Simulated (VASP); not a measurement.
Input of a VASP 6.6.1 run:

INCAR

```
SYSTEM = CaC8
PREC     = Accurate       ! precision mode
ENCUT    = 520            ! plane-wave cutoff, eV
EDIFF    = 1E-6           ! SCF threshold, eV
ISMEAR   = 0              ! smearing method
SIGMA    = 0.1            ! smearing width, eV
LREAL    = .FALSE.        ! projectors in reciprocal space
LASPH    = .TRUE.         ! aspherical terms in the spheres
NELM     = 80             ! most SCF steps
ALGO     = Fast           ! electronic algorithm
ISIF     = 2              ! what is computed and relaxed
LWAVE    = .FALSE.        ! write WAVECAR
LCHARG   = .TRUE.         ! write CHGCAR
GGA      = PE             ! functional
IVDW     = 12             ! dispersion correction
LELF     = .TRUE.         ! ELF
LVHAR    = .TRUE.       
NBANDS   = 31             ! bands
```

Contents of KPOINTS:

```
regular mesh
0
G
  6 6 4
  0 0 0
```

Contents of POSCAR:

```
CaC8
1.0
    4.9987300000      0.0000000000      0.0000000000
   -2.4993650000      4.3290272000      0.0000000000
    0.0000000000      0.0000000000      4.3680331000
Ca C
1 8
Direct
    0.0000000000      0.0000000000      0.5000000000
    0.3355140000      0.1677570000      0.0000000000
    0.3333333000      0.6666667000      0.0000000000
    0.8322430000      0.1677570000      0.0000000000
    0.8322430000      0.6644860000      0.0000000000
    0.1677570000      0.3355140000      0.0000000000
    0.1677570000      0.8322430000      0.0000000000
    0.6666667000      0.3333333000      0.0000000000
    0.6644860000      0.8322430000      0.0000000000
```

Potentials or basis: VASP PAW PBE potentials, release 64 (Ca_sv, C).

The run is started by

```sh
$ cat potpaw_PBE.64/Ca_sv/POTCAR potpaw_PBE.64/C/POTCAR > POTCAR
$ mpirun -np 1 vasp_std > vasp.out
```

Task: Estimate the band gap on the k mesh.

Result: Zero (bands 21 and 22 overlap by 1.65 eV).

Task: Predict the pressure.

Result: 0.1 GPa.

Task: Estimate the largest force.

Result: 0.008 eV/Å.

Forces on the atoms (eV/Å):
```
Ca   0.000  0.000  0.000
C    0.007  0.004  0.000
C    0.000  0.000  0.000
C   -0.007  0.004  0.000
C    0.000 -0.008  0.000
C    0.000  0.008  0.000
C    0.007 -0.004  0.000
C    0.000  0.000  0.000
C   -0.007 -0.004  0.000
```
